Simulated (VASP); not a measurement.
Wanted: the native input for a VASP 6.6.1 run.

- Task: single point
- Functional: r2SCAN
- Potentials or basis: VASP PAW PBE potentials, release 64 (Ag, I)
- Cutoff: 550 eV
- k mesh: 6 × 6 × 6
- Occupations: gaussian, width 0.01 eV
- Spin: no spin polarisation
- Dipole correction: no
- Further INCAR settings: ALGO = Normal; EDIFF = 1e-06; NBANDS = 16

The system is AgI.

```
Ag I
1.0
     3.28866    3.28866    0.00000
    -3.28866    3.28866    0.00000
     0.00000    3.28866    3.28866
Ag I
1 1
Direct
  0.00000 0.00000 0.00000
  0.75000 0.25000 0.50000
```

These files were run (other wordings do the same):

POSCAR

```
AgI
1.0
    3.2886582602      3.2886582602      0.0000000000
   -3.2886582602      3.2886582602      0.0000000000
    0.0000000000      3.2886582602      3.2886582602
Ag I
1 1
Direct
    0.0000000000      0.0000000000      0.0000000000
    0.7500000000      0.2500000000      0.5000000000
```

INCAR.step1

```
SYSTEM = AgI
ALGO = Normal ; EDIFF = 1E-5
ENCUT = 550 ; GGA = PE
GGA_COMPAT = .FALSE. ; ISMEAR = 0
LASPH = .TRUE. ; LCHARG = .FALSE.
LREAL = .FALSE. ; LWAVE = .TRUE.
NBANDS = 16 ; NELM = 120
PREC = Accurate ; SIGMA = 0.01
```

INCAR.step2

```
SYSTEM = AgI
ALGO = Normal ; EDIFF = 1E-6
ENCUT = 550 ; GGA_COMPAT = .FALSE.
ISIF = 2 ; ISMEAR = 0
ISTART = 1 ; LASPH = .TRUE.
LCHARG = .FALSE. ; LMIXTAU = .TRUE.
LREAL = .FALSE. ; LWAVE = .FALSE.
METAGGA = R2SCAN ; NBANDS = 16
NELM = 120 ; PREC = Accurate
SIGMA = 0.01
```

KPOINTS

```
k-points
0
G
  6 6 6
  0 0 0
```

Potentials or basis: VASP PAW PBE potentials, release 64 (Ag, I).

The run is started by

```bash
$ cat potpaw_PBE.64/Ag/POTCAR potpaw_PBE.64/I/POTCAR > POTCAR
$ cp INCAR.step1 INCAR
$ mpirun -np 1 vasp_std > vasp.out
$ cp INCAR.step2 INCAR
$ mpirun -np 1 vasp_std > vasp.out
```

Results of the run:

```json
{"Pressure": "-0.1 GPa", "Band gap on the k mesh": "1.79 eV, direct"}
```

Caveat: the PAW data sets were made with another functional, which shifts forces and pressure a little; spin-orbit coupling is left out, which moves the levels of the heavy elements.

Run time: 40 s on 1 thread of Intel(R) Xeon(R) Platinum 8559C (Emerald Rapids), on a shared host, peak memory 0.22 GiB.
